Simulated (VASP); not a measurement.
Here is a VASP 6.6.1 calculation.

The input INCAR:

```
SYSTEM = CaNdAu3
PREC = Accurate ; ENCUT = 500
EDIFF = 1E-6 ; ISMEAR = 0
SIGMA = 0.2 ; LREAL = .False.
LASPH = .True. ; NELM = 200
ALGO = Normal ; ISIF = 2
LWAVE = .False. ; LCHARG = .False.
GGA = PE ; NBANDS = 35
GGA_COMPAT = .False. ; LMAXMIX = 6
```

KPOINTS

```
regular mesh
0
Gamma
  3 3 3
  0 0 0
```

The input POSCAR:

```
CaNdAu3
1.0
    4.4446526289      0.0000000000      0.0000000000
    0.0000000000      4.4446526289      0.0000000000
    0.0000000000      0.0000000000      6.9513707702
Ca Nd Au
1 1 3
Direct
    0.5000000000      0.5000000000      0.6476053991
    0.0000000000      0.0000000000      0.0597951561
    0.5000000000      0.5000000000      1.0670907833
    0.0000000000      0.5000000000      0.3557543308
    0.5000000000      0.0000000000      0.3557543308
```

Potentials or basis: VASP PAW PBE potentials, release 64 (Ca_sv, Nd_3, Au), 4f in core.

Command:

```bash
$ cat potpaw_PBE.64/Ca_sv/POTCAR potpaw_PBE.64/Nd_3/POTCAR potpaw_PBE.64/Au/POTCAR > POTCAR
$ mpirun -np 1 vasp_std > vasp.out
```

Task: Predict the pressure.

Result: 0.4 GPa.

Task: Estimate the largest force.

Result: 0.075 eV/Å.

Task: Predict the band gap on the k mesh.

Result: Zero (bands 27 and 28 overlap by 0.77 eV).

Stress tensor (GPa, compression positive):
```
0.29 0.00 0.00
0.00 0.29 0.00
0.00 0.00 0.52
```

Caveat: the k points lie up to 0.47 Å⁻¹ apart, too coarse for converged energies and pressures of a metal; spin-orbit coupling is left out, which moves the levels of the heavy elements; the 4f electrons are frozen in the core, so they carry no moment and show no levels. Spin polarisation is off, so any magnetic state and its effect on volume and gap are missing.
